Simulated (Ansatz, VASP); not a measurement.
**Sn in VASP and in Ansatz**

```
Sn
1.0
     0.00000    3.31051    3.24560
     3.18069    0.00000    3.24560
     3.18069    3.31051    0.00000
Sn
2
Direct
  0.50000 0.50000 0.50000
  0.75000 0.75000 0.75000
```

Change from the starting cell: strain -0.0200 x Voigt [1, -1, 0, 0, 0, 0], atoms carried along.

Alike in both runs: task single point; functional PBE; k mesh 12 × 12 × 12; occupations gaussian, width 0.15 eV; no spin polarisation.

|  | VASP | Ansatz |
| --- | --- | --- |
| version | VASP 6.6.1 | Ansatz 0.2.0 |
| potentials or method | VASP PAW PBE potentials, release 64 (Sn_d), cutoff 520 eV | scalar-relativistic, plane waves, PAW |
| valence electrons in the cell | 28 | 28 |

|  | VASP | Ansatz | Ansatz less VASP |
| --- | --- | --- | --- |
| gap on the k mesh at the Fermi level (eV) | none | none | - |
| pressure (GPa) | 3.2 | 3.2 | +0.06 |
| traceless stress, the component that is largest in VASP (GPa) | -0.59 | -0.59 | 0.000 |

A gap of «none» marks a metal or a gap that the smearing closes. With one functional, cell and mesh, what is left measures potentials, basis and numerics.
